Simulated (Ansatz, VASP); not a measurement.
SnTe in VASP and in Ansatz

```
Sn Te
1.0
     0.00000    3.15650    3.15650
     3.15650    0.00000    3.15650
     3.15650    3.15650    0.00000
Sn Te
1 1
Direct
  0.00000 0.00000 0.00000
  0.50000 0.50000 0.51680
```

Change from the starting cell: all Te atoms moved +0.075 Å, as atom 2 along Cartesian [1 1 0].

Alike in both runs: task single point; functional PBE; k mesh 10 × 10 × 10; occupations gaussian, width 0.03 eV; no spin polarisation.

```csv
,VASP,Ansatz
version,VASP 6.6.1,Ansatz 0.2.0
potentials or method,"VASP PAW PBE potentials, release 64 (Sn_d, Te), cutoff 520 eV","scalar-relativistic, plane waves, PAW"
valence electrons in the cell,20,30
```

VASP gave:

```
gap on the k mesh at the Fermi level (eV)                     : 0.06
least direct gap on the mesh (eV)                             : 0.06
pressure (GPa)                                                : 2.0
traceless stress, the component that is largest in VASP (GPa) : -0.05
rms of the force components (eV/Å)                            : 0.014
```

Q: Estimate Ansatz's values.

A: gap on the k mesh at the Fermi level (eV): 0.06; least direct gap on the mesh (eV): 0.06; pressure (GPa): 2.1; traceless stress, the component that is largest in VASP (GPa): -0.05; rms of the force components (eV/Å): 0.012.

Atom by atom the forces differ by 0.002 eV/Å (rms over components). VASP's potentials hold 20 valence electrons a cell and Ansatz's 30, so a difference there can come from the potentials and not from the codes.

Spin-orbit coupling is off throughout.
